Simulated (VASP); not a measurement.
TiO2:

```
Ti O
1.0
     0.00000    2.39683    2.39683
     2.39683    0.00000    2.39683
     2.39683    2.39683    0.00000
Ti O
1 2
Cartesian
  0.0000 0.0000 0.0000
  1.1984 1.1984 1.1984
  3.5952 3.5952 3.5952
```

Base run:

- Program: VASP 6.6.1
- Functional: r2SCAN
- Potentials or basis: VASP PAW PBE potentials, release 64 (Ti_sv, O_h)
- Cutoff: 1480 eV
- k mesh: 6 × 6 × 6
- Occupations: methfessel-paxton, width 0.001 eV
- Spin: no spin polarisation

Its results: band gap on the k mesh 1.55 eV (least direct gap 2.25 eV); pressure 1.4 GPa.

Problem. The run is repeated on the same cell with these changes: k mesh from 6 × 6 × 6 to 3 × 3 × 3; occupations from methfessel-paxton, width 0.001 eV to gaussian, width 0.01 eV. What comes out?

Solution. Band gap on the k mesh 2.46 eV (least direct gap 2.46 eV); pressure 1.4 GPa.

Caveats: some runs use coarse meshes; the structure was generated, so it needn't be the stable form of TiO2; the PAW data sets were made with another functional, which shifts forces and pressure a little.

A k mesh can miss the band edges.
